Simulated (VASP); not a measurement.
SrCuSn2, 8 atoms in the cell. It takes space group Cmcm (No. 63, orthorhombic). The conventional cell has a = 4.570 Å, b = 19.550 Å, c = 4.520 Å, α = 90.00°, β = 90.00°, γ = 90.00°. Sr (site symmetry m2m) has 5 Cu at 3.46 to 4.24 Å and 10 Sn at 3.47 to 3.73 Å and 4 Sr at 4.52 to 4.57 Å within 4.6 Å. Cu (site symmetry m2m) has 5 Sn at 2.58 to 2.74 Å and 4 Sr at 3.46 Å within 3.5 Å. Sn (site symmetry m2m) has 1 Cu at 2.58 Å and 2 Sn at 2.79 Å and 4 Sr at 3.47 Å within 3.5 Å. Within 3.6 Å of Sn (site symmetry m2m) lie 4 Cu at 2.69 to 2.74 Å and 4 Sn at 3.21 Å and 4 Sr at 3.57 to 3.58 Å. 

* Program: VASP 6.6.1
* Task: relaxation of cell and atoms
* Functional: r2SCAN
* Potentials or basis: VASP PAW PBE potentials, release 64 (Sr_sv, Cu, Sn_d)
* Cutoff: 660 eV
* k mesh: 5 × 5 × 5
* Occupations: fermi-dirac, width 0.1 eV
* Spin: no spin polarisation
* Dipole correction: no
* Further INCAR settings: ALGO = Normal; EDIFF = 1e-07; IBRION = 2; EDIFFG = -0.01; NSW = 80; ISIF = 3

Potentials or basis: VASP PAW PBE potentials, release 64 (Sr_sv, Cu, Sn_d).

Run with:

```bash
$ cat potpaw_PBE.64/Sr_sv/POTCAR potpaw_PBE.64/Cu/POTCAR potpaw_PBE.64/Sn_d/POTCAR > POTCAR
$ cp INCAR.step1 INCAR
$ mpirun -np 4 vasp_std > vasp.out
$ cp INCAR.step2 INCAR
$ mpirun -np 4 vasp_std > vasp.out
```

Hardware: 4 MPI ranks on Intel(R) Xeon(R) 6975P-C (Granite Rapids), on a shared host.

Estimate the wall time of this run.

Wall time 2.1 h on 4 MPI ranks on Intel(R) Xeon(R) 6975P-C (Granite Rapids), on a shared host, peak memory 1.1 GiB a rank. Counts: k points 27, ion steps 14.
